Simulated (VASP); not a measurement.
The system is YbN.

```
Yb N
1.0
     0.00000    2.65285    2.65285
     2.65285    0.00000    2.65285
     2.65285    2.65285    0.00000
Yb N
1 1
Direct
  0.00000 0.00000 0.00000
  0.25000 0.25000 0.25000
```

Base run:

* Program: VASP 6.6.1
* Functional: LDA
* Potentials or basis: VASP PAW PBE potentials, release 64 (Yb, N)
* Cutoff: 520 eV
* k mesh: 6 × 6 × 6
* Occupations: gaussian, width 0.05 eV
* Spin: collinear spin, ferromagnetic start
* Starting moments: [0.37, 0.55] μB
* Hubbard terms: Yb f U = 7.0 eV, J = 0.5 eV

Its results: pressure -10.9 GPa; site moments Yb +0.49; N +0.37 μB.

Task: The run is repeated on the same cell with these changes: moments at the start from [0.37, 0.55] to [1.08, 0.06]; fixed moment from none to 1.1 μB. What comes out?

Result: Pressure -12.4 GPa; site moments Yb +0.53; N +0.39 μB.

Caveats: the cell stands under tension; the PAW data sets were made with another functional, which shifts forces and pressure a little; the total moment is fixed, so each spin has its own Fermi level (at least some runs).
